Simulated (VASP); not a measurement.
# ScAl3 (Pm-3m) in VASP: notebook, part 2 of 3

VASP 6.6.1. Earlier steps stand in the parts before.

## (3) Single point, r2SCAN (16.71 Å³/atom)

This run uses another cell than the first one, of 16.71 Å³/atom.

Input file POSCAR:

```
ScAl3
1.0
    4.0579243760      0.0000000000      0.0000000000
    0.0000000000      4.0579243760      0.0000000000
    0.0000000000      0.0000000000      4.0579243760
Sc Al
1 3
Direct
    0.0000000000      0.0000000000      0.0000000000
    0.5000000000      0.0000000000      0.5000000000
    0.0000000000      0.5000000000      0.5000000000
    0.5000000000      0.5000000000      0.0000000000
```

Input file INCAR.step1:

```
ALGO = Normal
EDIFF = 1E-4
ENCUT = 520
GGA = PE
ISMEAR = 0
LASPH = True
LCHARG = False
LREAL = False
LWAVE = True
NBANDS = 18
NELM = 100
PREC = Accurate
SIGMA = 0.05
```

Input file INCAR.step2:

```
ALGO = Normal
EDIFF = 1E-6
ENCUT = 520
ISIF = 2
ISMEAR = 0
ISTART = 1
LASPH = True
LCHARG = True
LELF = True
LMIXTAU = True
LREAL = False
LVHAR = True
LWAVE = False
METAGGA = R2SCAN
NBANDS = 18
NELM = 100
PREC = Accurate
SIGMA = 0.05
```

Input file KPOINTS:

```
k-points
0
Gamma
  10 10 10
```

Potentials or basis: VASP PAW PBE potentials, release 64 (Sc_sv, Al).

Run with:

```console
cat potpaw_PBE.64/Sc_sv/POTCAR potpaw_PBE.64/Al/POTCAR > POTCAR
cp INCAR.step1 INCAR
mpirun -np 1 vasp_std > vasp.out
cp INCAR.step2 INCAR
mpirun -np 1 vasp_std > vasp.out
```

OUTCAR:

```text
EDIFF = 1E-6
   ENCUT = 520
   ISIF = 2
   ISMEAR = 0
   ISTART = 1
   LASPH = True
   LREAL = False
   METAGGA = R2SCAN
   NELM = 100
   PREC = Accurate

 ion  position               nearest neighbor table
   1  0.000  0.000  0.000-   2 2.87   3 2.87   4 2.87   2 2.87   3 2.87   3 2.87   4 2.87   3 2.87
                             2 2.87   4 2.87   2 2.87   4 2.87
   2  0.500  0.000  0.500-   1 2.87   3 2.87   4 2.87   1 2.87   4 2.87   3 2.87   4 2.87   4 2.87
                             1 2.87   3 2.87   1 2.87   3 2.87
   3  0.000  0.500  0.500-   1 2.87   2 2.87   4 2.87   1 2.87   4 2.87   1 2.87   2 2.87   1 2.87
                             2 2.87   4 2.87   4 2.87   2 2.87
   4  0.500  0.500  0.000-   1 2.87   2 2.87   3 2.87   2 2.87   3 2.87   1 2.87   2 2.87   2 2.87
                             1 2.87   3 2.87   3 2.87   1 2.87

  LATTYP: Found a simple cubic cell.
 ALAT       =     4.0579243760

  Lattice vectors:

 A1 = (   4.0579243760,   0.0000000000,   0.0000000000)
 A2 = (   0.0000000000,   4.0579243760,   0.0000000000)
 A3 = (   0.0000000000,   0.0000000000,   4.0579243760)

Analysis of symmetry for initial positions (statically):
=====================================================================
 Subroutine PRICEL returns:
 Original cell was already a primitive cell.

 Routine SETGRP: Setting up the symmetry group for a
 simple cubic supercell.

 Subroutine GETGRP returns: Found 48 space group operations
 (whereof 48 operations were pure point group operations)
 out of a pool of 48 trial point group operations.

The static configuration has the point symmetry O_h .

Analysis of symmetry for dynamics (positions and initial velocities):
=====================================================================
 Subroutine PRICEL returns:
 Original cell was already a primitive cell.

 Routine SETGRP: Setting up the symmetry group for a
 simple cubic supercell.

[... 126 lines left out ...]
   IMIX   =      4    mixing-type and parameters
     AMIX     =   0.40;   BMIX     =  1.00
     AMIX_MAG =   1.60;   BMIX_MAG =  1.00
  volume/ion in A,a.u.               =      16.71       112.73
  Fermi-wavevector in a.u.,A,eV,Ry     =   1.095084  2.069409 16.316237  1.199210
  Thomas-Fermi vector in A             =   2.231401
   LORBIT       =      0    0 simple, 1 ext, 2 COOP (PROOUT), +10 PAW based schemes
   METAGGA = R2SCAN    functional components
   LHFCALC =     F    Hartree Fock is set to
   AEXX    =    0.0000 exact exchange contribution
   IVDW    =     0    specifies the selected vdW correction
   LEPSILON=     F    determine dielectric tensor
   LRPA    =     F    only Hartree local field effects (RPA)
 non-spin polarized calculation
 Gauss-broadening in eV      SIGMA  =   0.05
  energy-cutoff  :      520.00
  volume of cell :       66.82
 maximum number of plane-waves:      1856
   NGX = 15   NGY = 15   NGZ = 15

 number of electron      19.9999999 magnetization

 Free energy of the ion-electron system (eV)
  ---------------------------------------------------
  ext. energy  EPLUGINS =         0.00000000
  ---------------------------------------------------
  free energy    TOTEN  =       -33.50114870 eV

  energy without entropy =      -33.49998755  energy(sigma->0) =      -33.50056812

 E-fermi :   7.5272     XC(G=0): -11.2144

 val. band max:        7.4684412505   @ k =   0.5000   0.1000   0.1000
 cond. band min:       7.5312883990   @ k =   0.3000   0.0000   0.0000
 fundamental gap:      0.0628471485
 Fermi energy:         7.5272285844

 k-point     1 :       0.0000    0.0000    0.0000
  band No.  band energies     occupation
      1     -43.4862      2.00000
      2     -21.2341      2.00000
      3     -21.2341      2.00000
      4     -21.2341      2.00000
      5      -3.2558      2.00000
      6       4.7637      2.00000
[... 481 lines left out ...]
      5      -2.1948      2.00000
      6       1.5691      2.00000
[... 10 lines left out ...]
     17      12.7258      0.00000
     18      13.6094      0.00000

 [... further k-points ...]

------------------------ aborting loop because EDIFF is reached ----------------------------------------

  FORCE on cell =-STRESS in cart. coord.  units (eV):
  Direction    XX          YY          ZZ          XY          YZ          ZX
  --------------------------------------------------------------------------------------
  -------------------------------------------------------------------------------------
  Total        0.8237509      0.8237509      0.8237509      0.0000000      0.0000000      0.0000000
  in kB       19.7512531     19.7512531     19.7512531      0.0000000      0.0000000      0.0000000
  external PRESSURE =      19.7512531 kB  Pullay stress =       0.0000000 kB

 VOLUME and BASIS-vectors are now :
 -----------------------------------------------------------------------------
  energy-cutoff  :      520.00
  volume of cell :       66.82
      direct lattice vectors                 reciprocal lattice vectors
     4.057924376  0.000000000  0.000000000     0.246431404  0.000000000  0.000000000
     0.000000000  4.057924376  0.000000000     0.000000000  0.246431404  0.000000000
     0.000000000  0.000000000  4.057924376     0.000000000  0.000000000  0.246431404

 POSITION                                       TOTAL-FORCE (eV/Angst)
 -----------------------------------------------------------------------------------
      0.00000      0.00000      0.00000         0.000000      0.000000      0.000000
      2.02896      0.00000      2.02896         0.000000      0.000000      0.000000
      0.00000      2.02896      2.02896         0.000000      0.000000      0.000000
      2.02896      2.02896      0.00000         0.000000      0.000000      0.000000
 -----------------------------------------------------------------------------------
    total drift:                                0.000000     -0.000000      0.000000

  FREE ENERGIE OF THE ION-ELECTRON SYSTEM (eV)
  ---------------------------------------------------
  free  energy   TOTEN  =       -33.5011487014 eV

  energy  without entropy=      -33.4999875450  energy(sigma->0) =      -33.50056812
```

OUTCAR.step1:

```text
EDIFF = 1E-4
   ENCUT = 520
   GGA = PE
   ISMEAR = 0
[... 736 lines left out ...]
      0.00000      0.00000      0.00000         0.000000      0.000000      0.000000
      2.02896      0.00000      2.02896         0.000000      0.000000      0.000000
      0.00000      2.02896      2.02896         0.000000      0.000000      0.000000
      2.02896      2.02896      0.00000         0.000000      0.000000      0.000000
 -----------------------------------------------------------------------------------
    total drift:                                0.000000     -0.000000      0.000000

  FREE ENERGIE OF THE ION-ELECTRON SYSTEM (eV)
  ---------------------------------------------------
  free  energy   TOTEN  =       -19.2746375485 eV

  energy  without entropy=      -19.2733468305  energy(sigma->0) =      -19.27399219
```

It took 4.6 min on 1 thread of Intel Xeon Platinum 8259CL at 2.50GHz (Skylake/Cascade Lake), shared host; peak memory 0.2 GiB.

Results:

```
Free energy            : -33.5011 eV
Pressure               : 2.0 GPa
Band gap on the k mesh : zero (bands 10 and 11 overlap by 4.31 eV)
```

Levels at points of the mesh, in eV from the Fermi level:
```csv
k point,band 6,band 7,band 8,band 9,band 10,band 11,band 12,band 13,band 14,band 15
"(0.00, 0.00, 0.00)",-2.76,-2.76,-2.04,-2.04,-2.04,1.29,1.41,1.41,1.41,5.45
"(0.50, 0.00, 0.00)",-7.88,-1.91,-1.91,-1.65,0.99,0.99,1.30,1.32,1.80,2.48
"(0.50, 0.50, 0.00)",-6.04,-6.04,-4.77,-0.60,-0.60,1.18,1.52,2.35,2.83,3.71
"(0.50, 0.50, 0.50)",-5.07,-5.07,-4.93,-3.31,-3.31,-3.31,1.10,2.94,2.94,4.44
```

Caveat: the PAW data sets were made with another functional, which shifts forces and pressure a little.

[end of part 2 of 3]

The gap in the log of VASP goes by the Fermi energy; the results here count the filled bands.